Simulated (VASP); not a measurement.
Crystal: SiC (Moissanite).

```
Si C
1.0
     3.07600    0.00000    0.00000
    -1.53800    2.66389    0.00000
     0.00000    0.00000    5.04800
Si C
2 2
Direct
  0.66667 0.33333 0.50000
  0.33333 0.66667 0.00000
  0.66667 0.33333 0.88500
  0.33333 0.66667 0.38500
```

Base run:

- Program: VASP 6.6.1
- Functional: RPBE
- Potentials or basis: VASP PAW PBE potentials, release 64 (Si, C)
- Cutoff: 520 eV
- k mesh: 10 × 10 × 5
- Occupations: fermi-dirac, width 0.05 eV
- Spin: no spin polarisation

Its results: band gap on the k mesh 2.52 eV, indirect (least direct gap 4.11 eV); pressure 6.4 GPa; largest force 0.759 eV/Å.

Problem. After a change of settings the same cell gave: band gap on the k mesh 3.15 eV, indirect (least direct gap 4.63 eV); pressure 0.4 GPa; largest force 0.749 eV/Å. Which change was it?
A. functional from RPBE to PBE; k mesh from 10 × 10 × 5 to 4 × 4 × 3
B. functional from RPBE to PBE-based screened hybrid; k mesh from 10 × 10 × 5 to 5 × 5 × 3
C. functional from RPBE to BLYP; dispersion from none to D4
D. functional from RPBE to revPBE

Solution. B.

Caveats: some runs use coarse meshes; the PAW data sets were made with another functional, which shifts forces and pressure a little.
